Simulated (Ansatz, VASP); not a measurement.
## ZrC in VASP and in Ansatz

```
CELL_PARAMETERS angstrom
0.00000 2.34006 2.34006
2.34006 0.00000 2.34006
2.34006 2.34006 0.00000
ATOMIC_POSITIONS crystal
Zr 0.50000 0.50000 0.50000
C 0.00000 0.00000 0.00000
```

Alike in both runs: task single point; functional r2SCAN; k mesh 12 × 12 × 12; occupations gaussian, width 0.05 eV; no spin polarisation.

|  | VASP | Ansatz |
| --- | --- | --- |
| version | VASP 6.6.1 | Ansatz 0.2.0 |
| potentials or method | VASP PAW PBE potentials, release 64 (Zr_sv, C), cutoff 660 eV | scalar-relativistic, plane waves, PAW |
| valence electrons in the cell | 16 | 16 |

Ansatz gave:

* gap on the k mesh at the Fermi level (eV): none
* pressure (GPa): 4.8

Which values does VASP return?

gap on the k mesh at the Fermi level (eV): none; pressure (GPa): 5.0.

VASP's potentials were made for PBE, not for r2SCAN. A gap of «none» marks a metal or a gap that the smearing closes.
